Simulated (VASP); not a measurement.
# CdSe (P1) in VASP: a series of runs

The runs below take CdSe through single point, with PBE.

Everything below comes from runs of VASP 6.6.1. Logs are shortened: lines on timing, memory, paths and dates and some standing lists are left out, and cuts for length are marked.

## Step 1: The cell of the first run

The typed cell holds 2 atoms: a = 4.232 Å, b = 4.285 Å, c = 4.399 Å, α = 61.06°, β = 60.63°, γ = 60.03°.

## Step 2: Single point, PBE

Contents of INCAR:

```
SYSTEM = CdSe
PREC = Accurate ; ENCUT = 520
EDIFF = 1E-6 ; ISMEAR = 0
SIGMA = 0.01 ; LREAL = .FALSE.
LASPH = .TRUE. ; NELM = 100
ALGO = Normal ; ISIF = 2
LWAVE = .FALSE. ; LCHARG = .FALSE.
GGA = PE ; NBANDS = 16
```

Contents of KPOINTS:

```
regular mesh
0
G
  4 4 4
  0 0 0
```

Contents of POSCAR:

```
CdSe
1.0
    0.0228817362      2.9985057670      2.9869251326
    3.0348549822     -0.0147453422      3.0245522110
    3.1095700404      3.1108479035     -0.0894604004
Cd Se
1 1
Direct
    0.9378500000      0.0071100000      0.0465100000
    0.7039600000      0.7332900000      0.7914800000
```

Potentials or basis: VASP PAW PBE potentials, release 64 (Cd, Se).

Run with:

```
$ cat potpaw_PBE.64/Cd/POTCAR potpaw_PBE.64/Se/POTCAR > POTCAR
$ mpirun -np 1 vasp_std > vasp.out
```

OUTCAR:

```text
SYSTEM = CdSe
   PREC = Accurate
   ENCUT = 520
   EDIFF = 1E-6
   ISMEAR = 0
   LREAL = .FALSE.
   LASPH = .TRUE.
   NELM = 100
   ISIF = 2
   GGA = PE

 ion  position               nearest neighbor table
   1  0.938  0.007  0.047-   2 2.56   2 2.66   2 2.67   2 2.71
   2  0.704  0.733  0.791-   1 2.56   1 2.66   1 2.67   1 2.71

  Warning from LATTYP: Got some problem with cell dimensions!
  Tried to take original basis but could not verify dimensions!
  LATTYP: Found a triclinic cell.
 ALAT       =     7.3330926494
 B/A-ratio  =     0.5810158757
 C/A-ratio  =     0.5999391634
 COS(alpha) =     0.0005969950
 COS(beta)  =     0.2834055953
 COS(gamma) =     0.8643992375

  Lattice vectors:

 A1 = (   2.9890915098,  -6.0117568762,  -2.9492980542)
 A2 = (   3.0119732460,  -3.0132511092,   0.0376270784)
 A3 = (  -3.1095700404,  -3.1108479035,   0.0894604004)

Analysis of symmetry for initial positions (statically):
=====================================================================
 Subroutine PRICEL returns:
 Original cell was already a primitive cell.

 Routine SETGRP: Setting up the symmetry group for a
 triclinic supercell.

 Subroutine GETGRP returns: Found  1 space group operations
 (whereof  1 operations were pure point group operations)
 out of a pool of  2 trial point group operations.

The static configuration has the point symmetry C_1 .

Analysis of symmetry for dynamics (positions and initial velocities):
=====================================================================
 Subroutine PRICEL returns:
 Original cell was already a primitive cell.

 Routine SETGRP: Setting up the symmetry group for a
 triclinic supercell.

 Subroutine GETGRP returns: Found  1 space group operations
 (whereof  1 operations were pure point group operations)
 out of a pool of  2 trial point group operations.

The dynamic configuration has the point symmetry C_1 .

 Subroutine INISYM returns: Found  1 space group operations
 (whereof  1 operations are pure point group operations),
 and found     1 'primitive' translations

----------------------------------------------------------------------------------------

                                     Primitive cell

  volume of cell :      57.1364

  direct lattice vectors                    reciprocal lattice vectors
[... 83 lines left out ...]
   LSORBIT =      F    spin-orbit coupling
   LASPH  =      T    aspherical Exc in radial PAW
   ENCUT  =  520.0 eV  38.22 Ry    6.18 a.u.   7.87  7.97  8.18*2*pi/ulx,y,z
   NELM   =    100;   NELMIN=  2; NELMDL= -5     # of ELM steps
   EDIFF  = 0.1E-05   stopping-criterion for ELM
   LREAL  =      F    real-space projection
   EDIFFG = 0.1E-04   stopping-criterion for IOM
   NSW    =      0    number of steps for IOM
   IBRION =     -1    ionic relax: 0-MD 1-quasi-New 2-CG
   NFREE  =      0    steps in history (QN), initial steepest desc. (CG)
   ISIF   =      2    stress and relaxation
   ISYM   =      2    0-nonsym 1-usesym 2-fastsym
   POTIM  = 0.5000    time-step for ionic-motion
   TEBEG  =    0.0;   TEEND  =   0.0 temperature during run
   PSTRESS=    0.0 pullay stress
   NELECT =      18.0000    total number of electrons
   NUPDOWN=      -1.0000    fix difference up-down
   EMIN   =  10.00;   EMAX   =-10.00  energy-range for DOS
   EFERMI =   0.00;   METHOD = LEGACY
   ISMEAR =     0;   SIGMA  =   0.01  broadening in eV -4-tet -1-fermi 0-gaus
   EFERMI_NEDOS =   21; number of points for ismear=-14 and -15
   IALGO  =     38    algorithm
   IMIX   =      4    mixing-type and parameters
     AMIX     =   0.40;   BMIX     =  1.00
     AMIX_MAG =   1.60;   BMIX_MAG =  1.00
  volume/ion in A,a.u.               =      28.57       192.79
  Fermi-wavevector in a.u.,A,eV,Ry     =   1.113939  2.105040 16.882928  1.240860
  Thomas-Fermi vector in A             =   2.250529
   LORBIT       =      0    0 simple, 1 ext, 2 COOP (PROOUT), +10 PAW based schemes
   GGA     = PE    functional components
   LHFCALC =     F    Hartree Fock is set to
   AEXX    =    0.0000 exact exchange contribution
   IVDW    =     0    specifies the selected vdW correction
   LEPSILON=     F    determine dielectric tensor
   LRPA    =     F    only Hartree local field effects (RPA)
 non-spin polarized calculation
 Gauss-broadening in eV      SIGMA  =   0.01
  energy-cutoff  :      520.00
  volume of cell :       57.14
 maximum number of plane-waves:      1554
   NGX = 15   NGY = 15   NGZ = 17

 number of electron      17.9999998 magnetization

 Free energy of the ion-electron system (eV)
  ---------------------------------------------------
  ext. energy  EPLUGINS =         0.00000000
  ---------------------------------------------------
  free energy    TOTEN  =        -5.40021738 eV

  energy without entropy =       -5.40021738  energy(sigma->0) =       -5.40021738

 E-fermi :   1.0059     XC(G=0):  -8.8049

 val. band max:        0.9614770876   @ k =   0.0000   0.0000   0.0000
 cond. band min:       1.4097877776   @ k =   0.0000   0.0000   0.0000
 fundamental gap:      0.4483106900
 Fermi energy:         1.0058912505

 k-point     1 :       0.0000    0.0000    0.0000
  band No.  band energies     occupation
      1     -11.6613      2.00000
      2      -7.1246      2.00000
      3      -7.0504      2.00000
      4      -7.0445      2.00000
      5      -6.7200      2.00000
      6      -6.7188      2.00000
[... 433 lines left out ...]
      3      -6.8597      2.00000
      4      -6.7862      2.00000
      5      -6.6935      2.00000
      6      -6.4117      2.00000
[... 8 lines left out ...]
     15      12.8129      0.00000
     16      13.9188      0.00000

 [... further k-points ...]

------------------------ aborting loop because EDIFF is reached ----------------------------------------

  FORCE on cell =-STRESS in cart. coord.  units (eV):
  Direction    XX          YY          ZZ          XY          YZ          ZX
  --------------------------------------------------------------------------------------
  -------------------------------------------------------------------------------------
  Total        0.9219778      0.9460650      0.9650177     -0.6809157      0.0075336      0.5212732
  in kB       25.8534381     26.5288754     27.0603327    -19.0937499      0.2112517     14.6171686
  external PRESSURE =      26.4808821 kB  Pullay stress =       0.0000000 kB

 VOLUME and BASIS-vectors are now :
 -----------------------------------------------------------------------------
  energy-cutoff  :      520.00
  volume of cell :       57.14
      direct lattice vectors                 reciprocal lattice vectors
     0.022881736  2.998505767  2.986925133    -0.164651711  0.169358931  0.166038238
     3.034854982 -0.014745342  3.024552211     0.167321018 -0.162595178  0.161943792
     3.109570040  3.110847903 -0.089460400     0.159498737  0.157442203 -0.159274485

 POSITION                                       TOTAL-FORCE (eV/Angst)
 -----------------------------------------------------------------------------------
      0.18766      2.95673      2.81863        -0.222644      0.302883     -0.348575
      4.70270      4.56219      4.24974         0.222644     -0.302883      0.348575
 -----------------------------------------------------------------------------------
    total drift:                               -0.000526      0.000293      0.000005

  FREE ENERGIE OF THE ION-ELECTRON SYSTEM (eV)
  ---------------------------------------------------
  free  energy   TOTEN  =        -5.4002173813 eV

  energy  without entropy=       -5.4002173813  energy(sigma->0) =       -5.40021738
```

OSZICAR:

```text
N       E                     dE             d eps       ncg     rms          rms(c)
DAV:   1     0.104452730235E+03    0.10445E+03   -0.84674E+03  1152   0.100E+03
DAV:   2    -0.186541715669E+01   -0.10632E+03   -0.10077E+03  1392   0.247E+02
DAV:   3    -0.578403590674E+01   -0.39186E+01   -0.39129E+01  1384   0.488E+01
DAV:   4    -0.580105314637E+01   -0.17017E-01   -0.17017E-01  1488   0.318E+00
DAV:   5    -0.580116470985E+01   -0.11156E-03   -0.11156E-03  1408   0.224E-01    0.613E+00
DAV:   6    -0.542309572148E+01    0.37807E+00   -0.55878E-01  1688   0.891E+00    0.487E+00
DAV:   7    -0.539871222456E+01    0.24383E-01   -0.16025E-01  1472   0.264E+00    0.209E+00
DAV:   8    -0.539986483922E+01   -0.11526E-02   -0.15282E-02  1336   0.149E+00    0.258E-01
DAV:   9    -0.540008146648E+01   -0.21663E-03   -0.16069E-03  1416   0.519E-01    0.497E-02
DAV:  10    -0.540016193566E+01   -0.80469E-04   -0.18555E-04  1464   0.168E-01    0.455E-02
DAV:  11    -0.540021777954E+01   -0.55844E-04   -0.92322E-05  1432   0.614E-02    0.167E-02
DAV:  12    -0.540021738127E+01    0.39827E-06   -0.30805E-06  1416   0.222E-02
   1 F= -.54002174E+01 E0= -.54002174E+01  d E =-.238932E-12
```

stdout:

```text
POSCAR found type information on POSCAR CdSe
 POSCAR found :  2 types and       2 ions
 scaLAPACK will be used
 LDA part: xc-table for (Slater+PW92), standard interpolation
 POSCAR, INCAR and KPOINTS ok, starting setup
 FFT: planning ... GRIDC
 FFT: planning ... GRID_SOFT
 FFT: planning ... GRID
 WAVECAR not read
 entering main loop
```

Wall time 19 s (1 thread of Intel Xeon Platinum 8375C at 2.90GHz (Ice Lake), shared host); peak memory 0.19 GiB.

Results:

| Quantity | Value |
| --- | --- |
| Free energy | -5.4002 eV |
| Pressure | 2.6 GPa |
| Largest force | 0.513 eV/Å |
| Band gap on the k mesh | 0.45 eV, direct |

Forces on the atoms (eV/Å):
```
Cd  -0.223  0.303 -0.349
Se   0.223 -0.303  0.349
```

Stress tensor (GPa, compression positive):
```
 2.59 -1.91  1.46
-1.91  2.65  0.02
 1.46  0.02  2.71
```

Caveat: the k points lie up to 0.45 Å⁻¹ apart. Expect the measured gap to be larger: semilocal functionals such as PBE lack the derivative discontinuity.

## Step 3: Single point, PBE

This run uses another cell than the first one, of 28.71 Å³/atom, 1.005 times its volume.

Contents of INCAR:

```
SYSTEM = CdSe
PREC = Accurate ; ENCUT = 520
EDIFF = 1E-7 ; ISMEAR = 0
SIGMA = 0.01 ; LREAL = .FALSE.
LASPH = .TRUE. ; NELM = 100
ALGO = Normal ; ISIF = 2
LWAVE = .FALSE. ; LCHARG = .TRUE.
GGA = PE ; LELF = .TRUE.
LVHAR = .TRUE. ; NBANDS = 16
```

KPOINTS is that of step 2.

Contents of POSCAR:

```
CdSe
1.0
    0.0229200000      3.0035200000      2.9919200000
    3.0399300000     -0.0147700000      3.0296100000
    3.1147700000      3.1160500000     -0.0896100000
Cd Se
1 1
Direct
    0.9378500000      0.0071100000      0.0465100000
    0.7039600000      0.7332900000      0.7914800000
```

Potentials or basis: VASP PAW PBE potentials, release 64 (Cd, Se).

Run with:

```
$ cat potpaw_PBE.64/Cd/POTCAR potpaw_PBE.64/Se/POTCAR > POTCAR
$ mpirun -np 1 vasp_std > vasp.out
```

OUTCAR:

```text
SYSTEM = CdSe
   PREC = Accurate
   ENCUT = 520
   EDIFF = 1E-7
   ISMEAR = 0
   LREAL = .FALSE.
   LASPH = .TRUE.
   NELM = 100
   ISIF = 2
   GGA = PE

 ion  position               nearest neighbor table
   1  0.938  0.007  0.047-   2 2.56   2 2.66   2 2.68   2 2.72
   2  0.704  0.733  0.791-   1 2.56   1 2.66   1 2.68   1 2.72

  Warning from LATTYP: Got some problem with cell dimensions!
  Tried to take original basis but could not verify dimensions!
  LATTYP: Found a triclinic cell.
 ALAT       =     7.3453553690
 B/A-ratio  =     0.5810158757
 C/A-ratio  =     0.5999391634
 COS(alpha) =     0.0005969949
 COS(beta)  =     0.2834055953
 COS(gamma) =     0.8643992376

  Lattice vectors:

 A1 = (   2.9940900000,  -6.0218100000,  -2.9542300000)
 A2 = (   3.0170100000,  -3.0182900000,   0.0376900000)
 A3 = (  -3.1147700000,  -3.1160500000,   0.0896100000)

Analysis of symmetry for initial positions (statically):
=====================================================================
 Subroutine PRICEL returns:
 Original cell was already a primitive cell.

 Routine SETGRP: Setting up the symmetry group for a
 triclinic supercell.

 Subroutine GETGRP returns: Found  1 space group operations
 (whereof  1 operations were pure point group operations)
 out of a pool of  2 trial point group operations.

The static configuration has the point symmetry C_1 .

Analysis of symmetry for dynamics (positions and initial velocities):
=====================================================================
 Subroutine PRICEL returns:
 Original cell was already a primitive cell.

 Routine SETGRP: Setting up the symmetry group for a
 triclinic supercell.

 Subroutine GETGRP returns: Found  1 space group operations
 (whereof  1 operations were pure point group operations)
 out of a pool of  2 trial point group operations.

[... 116 lines left out ...]
   EFERMI_NEDOS =   21; number of points for ismear=-14 and -15
   IALGO  =     38    algorithm
   IMIX   =      4    mixing-type and parameters
     AMIX     =   0.40;   BMIX     =  1.00
     AMIX_MAG =   1.60;   BMIX_MAG =  1.00
  volume/ion in A,a.u.               =      28.71       193.76
  Fermi-wavevector in a.u.,A,eV,Ry     =   1.112079  2.101525 16.826604  1.236721
  Thomas-Fermi vector in A             =   2.248650
   LORBIT       =      0    0 simple, 1 ext, 2 COOP (PROOUT), +10 PAW based schemes
   GGA     = PE    functional components
   LHFCALC =     F    Hartree Fock is set to
   AEXX    =    0.0000 exact exchange contribution
   IVDW    =     0    specifies the selected vdW correction
   LEPSILON=     F    determine dielectric tensor
   LRPA    =     F    only Hartree local field effects (RPA)
 non-spin polarized calculation
 Gauss-broadening in eV      SIGMA  =   0.01
  energy-cutoff  :      520.00
  volume of cell :       57.42
 maximum number of plane-waves:      1560
   NGX = 15   NGY = 15   NGZ = 17

 number of electron      17.9999998 magnetization

 Free energy of the ion-electron system (eV)
  ---------------------------------------------------
  ext. energy  EPLUGINS =         0.00000000
  ---------------------------------------------------
  free energy    TOTEN  =        -5.40470080 eV

  energy without entropy =       -5.40470080  energy(sigma->0) =       -5.40470080

 E-fermi :   0.9695     XC(G=0):  -8.7817

 val. band max:        0.9224419314   @ k =   0.0000   0.0000   0.0000
 cond. band min:       1.3615905509   @ k =   0.0000   0.0000   0.0000
 fundamental gap:      0.4391486195
 Fermi energy:         0.9694931981

 k-point     1 :       0.0000    0.0000    0.0000
  band No.  band energies     occupation
      1     -11.6728      2.00000
      2      -7.1464      2.00000
      3      -7.0731      2.00000
      4      -7.0674      2.00000
      5      -6.7476      2.00000
      6      -6.7464      2.00000
[... 433 lines left out ...]
      3      -6.8853      2.00000
      4      -6.8125      2.00000
      5      -6.7214      2.00000
      6      -6.4428      2.00000
[... 8 lines left out ...]
     15      12.7551      0.00000
     16      13.8538      0.00000

 [... further k-points ...]

------------------------ aborting loop because EDIFF is reached ----------------------------------------

  FORCE on cell =-STRESS in cart. coord.  units (eV):
  Direction    XX          YY          ZZ          XY          YZ          ZX
  --------------------------------------------------------------------------------------
  -------------------------------------------------------------------------------------
  Total        0.8225261      0.8464296      0.8658398     -0.6687162      0.0137569      0.5113835
  in kB       22.9493613     23.6162949     24.1578625    -18.6579012      0.3838333     14.2681485
  external PRESSURE =      23.5745062 kB  Pullay stress =       0.0000000 kB

 VOLUME and BASIS-vectors are now :
 -----------------------------------------------------------------------------
  energy-cutoff  :      520.00
  volume of cell :       57.42
      direct lattice vectors                 reciprocal lattice vectors
     0.022920000  3.003520000  2.991920000    -0.164376833  0.169076194  0.165761045
     3.039930000 -0.014770000  3.029610000     0.167041683 -0.162323733  0.161673435
     3.114770000  3.116050000 -0.089610000     0.159232461  0.157179361 -0.159008584

 POSITION                                       TOTAL-FORCE (eV/Angst)
 -----------------------------------------------------------------------------------
      0.18798      2.96167      2.82334        -0.222438      0.296636     -0.340308
      4.71056      4.56982      4.25685         0.222438     -0.296636      0.340308
 -----------------------------------------------------------------------------------
    total drift:                               -0.000347      0.000308      0.000010

  FREE ENERGIE OF THE ION-ELECTRON SYSTEM (eV)
  ---------------------------------------------------
  free  energy   TOTEN  =        -5.4047008005 eV

  energy  without entropy=       -5.4047008005  energy(sigma->0) =       -5.40470080
```

OSZICAR:

```text
N       E                     dE             d eps       ncg     rms          rms(c)
DAV:   1     0.104755141998E+03    0.10476E+03   -0.85230E+03  1152   0.100E+03
DAV:   2    -0.191432725078E+01   -0.10667E+03   -0.10146E+03  1408   0.247E+02
DAV:   3    -0.578992420896E+01   -0.38756E+01   -0.38690E+01  1304   0.485E+01
DAV:   4    -0.580633732484E+01   -0.16413E-01   -0.16412E-01  1600   0.318E+00
DAV:   5    -0.580644048740E+01   -0.10316E-03   -0.10316E-03  1312   0.219E-01    0.606E+00
DAV:   6    -0.542743179785E+01    0.37901E+00   -0.56049E-01  1664   0.889E+00    0.483E+00
DAV:   7    -0.540318642463E+01    0.24245E-01   -0.15923E-01  1448   0.263E+00    0.207E+00
DAV:   8    -0.540434060916E+01   -0.11542E-02   -0.15057E-02  1408   0.147E+00    0.258E-01
DAV:   9    -0.540456377783E+01   -0.22317E-03   -0.15850E-03  1376   0.512E-01    0.495E-02
DAV:  10    -0.540464415678E+01   -0.80379E-04   -0.18184E-04  1544   0.166E-01    0.455E-02
DAV:  11    -0.540470053456E+01   -0.56378E-04   -0.93046E-05  1424   0.616E-02    0.168E-02
DAV:  12    -0.540470011231E+01    0.42226E-06   -0.30237E-06  1432   0.217E-02    0.534E-03
DAV:  13    -0.540470080778E+01   -0.69547E-06   -0.19149E-06  1408   0.752E-03    0.299E-03
DAV:  14    -0.540470080045E+01    0.73203E-08   -0.61039E-08  1200   0.173E-03
   1 F= -.54047008E+01 E0= -.54047008E+01  d E =-.214161E-13
```

It took 21 s on 1 thread of Intel Xeon Platinum 8375C at 2.90GHz (Ice Lake), shared host; peak memory 0.19 GiB.

Results:

```yaml
Free_energy: -5.4047 eV
Pressure: 2.4 GPa
Largest_force: 0.503 eV/Å
Band_gap_on_the_k_mesh: 0.44 eV, direct
```

Forces in eV/Å, atoms in the order of the input:
```
Cd  -0.222  0.297 -0.340
Se   0.222 -0.297  0.340
```

Stress tensor (GPa, compression positive):
```
 2.29 -1.87  1.43
-1.87  2.36  0.04
 1.43  0.04  2.42
```

Caveat: the k points lie up to 0.45 Å⁻¹ apart.

## Step 4: Single point, PBE

This run uses another cell than the first one, of 28.71 Å³/atom, 1.005 times its volume.

Contents of INCAR:

```
PREC = Accurate
ENCUT = 520
EDIFF = 1E-7
ISMEAR = 0
SIGMA = 0.01
LREAL = False
LASPH = True
NELM = 80
ALGO = Normal
ISIF = 2
LWAVE = False
LCHARG = False
GGA = PE
NBANDS = 16
```

Contents of KPOINTS:

```
regular mesh
0
Gamma
  4 4 4
```

POSCAR: that of step 3 with these lines changed.

```diff
@@ -9,2 +9,2 @@
     0.9378500000      0.0071100000      0.0465100000
-    0.7039600000      0.7332900000      0.7914800000
+    0.7047888052      0.7340983672      0.7906849571
```

Run with:

```
$ cat potpaw_PBE.64/Cd/POTCAR potpaw_PBE.64/Se/POTCAR > POTCAR
$ mpirun -np 1 vasp_std > vasp.out
```

It took 22 s on 1 thread of Intel Xeon Platinum 8375C at 2.90GHz (Ice Lake), shared host; peak memory 0.19 GiB.

Results (log left out):

```yaml
Free_energy: -5.4063 eV
Pressure: 2.3 GPa
Largest_force: 0.483 eV/Å
Band_gap_on_the_k_mesh: 0.44 eV, direct
```

Forces in eV/Å, atoms in the order of the input:
```
Cd  -0.217  0.293 -0.316
Se   0.217 -0.293  0.316
```

Stress tensor (GPa, compression positive):
```
 2.27 -1.78  1.42
-1.78  2.34  0.06
 1.42  0.06  2.40
```

Levels at points of the mesh, in eV from the valence-band top:
```tsv
k point	band 6	band 7	band 8	band 9	band 10	band 11	band 12	band 13
(0.00, 0.00, 0.00)	-7.67	-0.26	-0.11	0.00	0.44	5.49	5.95	6.06
(0.50, 0.00, 0.00)	-7.35	-4.29	-0.99	-0.80	2.04	5.92	6.39	7.28
(0.00, 0.50, 0.00)	-7.40	-4.55	-0.97	-0.79	2.34	6.29	6.44	7.32
(0.50, 0.50, 0.00)	-7.32	-4.09	-2.01	-1.78	3.00	3.62	8.79	9.93
(0.00, 0.00, 0.50)	-7.43	-4.41	-0.82	-0.57	2.44	6.33	6.67	7.05
(0.50, 0.00, 0.50)	-7.33	-4.11	-1.94	-1.83	3.04	3.62	8.72	9.98
(0.00, 0.50, 0.50)	-7.32	-4.13	-2.06	-1.71	2.86	3.80	8.83	9.93
(0.50, 0.50, 0.50)	-7.37	-4.31	-0.97	-0.74	2.12	6.01	6.44	7.25
```

Caveat: the k points lie up to 0.45 Å⁻¹ apart. PBE gaps usually lie below the measured ones, often by a third to a half.
